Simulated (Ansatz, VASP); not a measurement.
One calculation of Sn, two programs

```
CELL_PARAMETERS angstrom
3.63314 0.00000 0.00000
-1.81657 3.14639 0.00000
0.00000 0.00000 35.25501
ATOMIC_POSITIONS crystal
Sn 0.00000 0.00000 0.57116
Sn 0.00000 0.00000 0.42884
Sn 0.33333 0.66667 0.42882
Sn 0.66667 0.33333 0.57118
```

Alike in both runs: task single point; functional PBE; dispersion D3(BJ); k mesh 6 × 6 × 1; occupations gaussian, width 0.1 eV; no spin polarisation.

|  | VASP | Ansatz |
| --- | --- | --- |
| version | VASP 6.6.1 | Ansatz 0.2.0 |
| potentials or method | VASP PAW PBE potentials, release 64 (Sn_d), cutoff 520 eV | scalar-relativistic, plane waves, PAW |
| valence electrons in the cell | 56 | 56 |

```tsv
	VASP	Ansatz	Ansatz less VASP
gap on the k mesh at the Fermi level (eV)	none	none	-
rms of the force components (eV/Å)	0.049	0.050	+0.0007
```

Atom by atom the forces differ by 0.001 eV/Å (rms over components). A gap of «none» marks a metal or a gap that the smearing closes.
